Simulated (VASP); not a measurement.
Wanted: the native input for a VASP 6.6.1 run.

| Property | Result |
| --- | --- |
| Task | single point |
| Functional | PBE |
| Potentials or basis | VASP PAW PBE potentials, release 64 (K_sv, Ag, C, Au, N) |
| Cutoff | 520 eV |
| k mesh | 6 × 6 × 6 |
| Occupations | gaussian, width 0.1 eV |
| Spin | no spin polarisation |
| Dipole correction | no |
| Further INCAR settings | LREAL = Auto; ALGO = Normal; EDIFF = 1e-06; NBANDS = 56 |

The structure of KAgAuC6N6 lies in POSCAR:

```
KAgAuC6N6
1.0
    0.0000000000      5.6714169905      5.6714169905
    5.6714169905      0.0000000000      5.6714169905
    5.6714169905      5.6714169905      0.0000000000
K Ag C Au N
1 1 6 1 6
Direct
    0.2500000000      0.2500000000      0.2500000000
    0.0000000000      0.0000000000      0.0000000000
    0.8030747726      0.1969252274      0.1969252274
    0.8030747726      0.1969252274      0.8030747726
    0.8030747726      0.8030747726      0.1969252274
    0.1969252274      0.8030747726      0.8030747726
    0.1969252274      0.8030747726      0.1969252274
    0.1969252274      0.1969252274      0.8030747726
    0.5000000000      0.5000000000      0.5000000000
    0.6997774113      0.3002225887      0.3002225887
    0.6997774113      0.3002225887      0.6997774113
    0.6997774113      0.6997774113      0.3002225887
    0.3002225887      0.6997774113      0.6997774113
    0.3002225887      0.6997774113      0.3002225887
    0.3002225887      0.3002225887      0.6997774113
```

The input as run:

INCAR

```
PREC = Accurate ; ENCUT = 520
EDIFF = 1E-6 ; ISMEAR = 0
SIGMA = 0.1 ; LREAL = Auto
LASPH = T ; NELM = 80
ALGO = Normal ; ISIF = 2
LWAVE = F ; LCHARG = F
GGA = PE ; NBANDS = 56
```

KPOINTS

```
regular mesh
0
Gamma
  6 6 6
```

Potentials or basis: VASP PAW PBE potentials, release 64 (K_sv, Ag, C, Au, N).

Run with:

```bash
$ cat potpaw_PBE.64/K_sv/POTCAR potpaw_PBE.64/Ag/POTCAR potpaw_PBE.64/C/POTCAR potpaw_PBE.64/Au/POTCAR potpaw_PBE.64/N/POTCAR > POTCAR
$ mpirun -np 1 vasp_std > vasp.out
```

Results of the run:

```json
{
 "Pressure": "0.3 GPa",
 "Largest force": "0.417 eV/Å",
 "Band gap on the k mesh": "zero (an odd number of electrons rules out a gap without spin polarisation)"
}
```

Caveat: spin-orbit coupling is left out, which moves the levels of the heavy elements; an odd number of electrons without spin polarisation forces a metal; a magnetic or distorted state may lie lower.

Run time: 11 min on 1 thread of Intel Xeon 8259CL (shared host), peak memory 0.63 GiB.
